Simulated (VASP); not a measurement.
Set up this calculation in VASP 6.6.1, as the native input.

```
Task                   : single point
Functional             : PBEsol
Potentials or basis    : VASP PAW PBE potentials, release 64 (Te, Mo_sv)
Cutoff                 : 520 eV
k mesh                 : 12 × 12 × 2
Occupations            : gaussian, width 0.02 eV
Spin                   : no spin polarisation
Dipole correction      : no
Further INCAR settings : ALGO = Normal; EDIFF = 1e-06; NBANDS = 20
```

The structure of Te2Mo lies in POSCAR:

```
Te2Mo
1.0
    3.3863427868      0.0000000000      0.0000000000
   -1.6931713934      2.9326588793      0.0000000000
    0.0000000000      0.0000000000     17.8418994653
Te Mo
2 1
Direct
    0.3333333333      0.6666666667      0.8968480970
    0.3333333333      0.6666666667      0.1031519030
    0.0000000000      0.0000000000      0.0000000000
```

This cell differs from its parent crystal: biaxial strain in the a-b plane: -3.0 %.

The input as run:

INCAR

```
PREC     = Accurate       # precision mode
ENCUT    = 520            # plane-wave cutoff, eV
EDIFF    = 1E-6           # SCF threshold, eV
ISMEAR   = 0              # smearing method
SIGMA    = 0.02           # smearing width, eV
LREAL    = False          # projectors in reciprocal space
LASPH    = True           # aspherical terms in the spheres
NELM     = 100            # most SCF steps
ALGO     = Normal         # electronic algorithm
ISIF     = 2              # what is computed and relaxed
LWAVE    = False          # write WAVECAR
LCHARG   = False          # write CHGCAR
GGA      = PS             # functional
NBANDS   = 20             # bands
```

KPOINTS

```
regular mesh
0
Gamma
  12 12 2
```

Potentials or basis: VASP PAW PBE potentials, release 64 (Te, Mo_sv).

Run with:

```sh
$ cat potpaw_PBE.64/Te/POTCAR potpaw_PBE.64/Mo_sv/POTCAR > POTCAR
$ mpirun -np 1 vasp_std > vasp.out
```

It gave:

The largest force is 0.104 eV/Å and the band gap on the k mesh is 1.11 eV, indirect (least direct gap 1.49 eV).

Caveat: the cell differs from its parent crystal (biaxial strain in the a-b plane: -3.0 %); the PAW data sets were made with another functional, which shifts forces and pressure a little; spin-orbit coupling is left out, which moves the levels of the heavy elements.

It took 3.8 min on 1 thread of Intel(R) Xeon(R) Platinum 8259CL CPU @ 2.50GHz (Skylake/Cascade Lake) (shared host), peak memory 0.38 GiB.
